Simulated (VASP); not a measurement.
A run of VASP 6.6.1 is set up as follows.

The input INCAR:

```
PREC     = Accurate       # precision mode
ENCUT    = 520            # plane-wave cutoff, eV
EDIFF    = 1E-6           # SCF threshold, eV
ISMEAR   = -1             # smearing method
SIGMA    = 0.05           # smearing width, eV
LREAL    = F              # projectors in reciprocal space
LASPH    = T              # aspherical terms in the spheres
NELM     = 60             # most SCF steps
ALGO     = Normal         # electronic algorithm
ISIF     = 2              # what is computed and relaxed
LWAVE    = F              # write WAVECAR
LCHARG   = T              # write CHGCAR
GGA      = PE             # functional
LELF     = T              # ELF
LVHAR    = T            
NBANDS   = 18             # bands
```

The input KPOINTS:

```
regular mesh
0
Gamma
  7 7 7
```

The input POSCAR:

```
BiTe
1.0
    0.0000000000      3.2132879364      3.2132879364
    3.2132879364      0.0000000000      3.2132879364
    3.2132879364      3.2132879364      0.0000000000
Bi Te
1 1
Direct
    0.0000000000      0.0000000000      0.0000000000
    0.5000000000      0.5000000000      0.5000000000
```

Potentials or basis: VASP PAW PBE potentials, release 64 (Bi_d, Te).

The run is started by

```bash
$ cat potpaw_PBE.64/Bi_d/POTCAR potpaw_PBE.64/Te/POTCAR > POTCAR
$ mpirun -np 1 vasp_std > vasp.out
```

Problem. What does it give for the band gap on the k mesh?

Solution. Zero (an odd number of electrons rules out a gap without spin polarisation).

Problem. Estimate the pressure.

Solution. 1.9 GPa.

Caveat: spin-orbit coupling is left out, which moves the levels of the heavy elements.
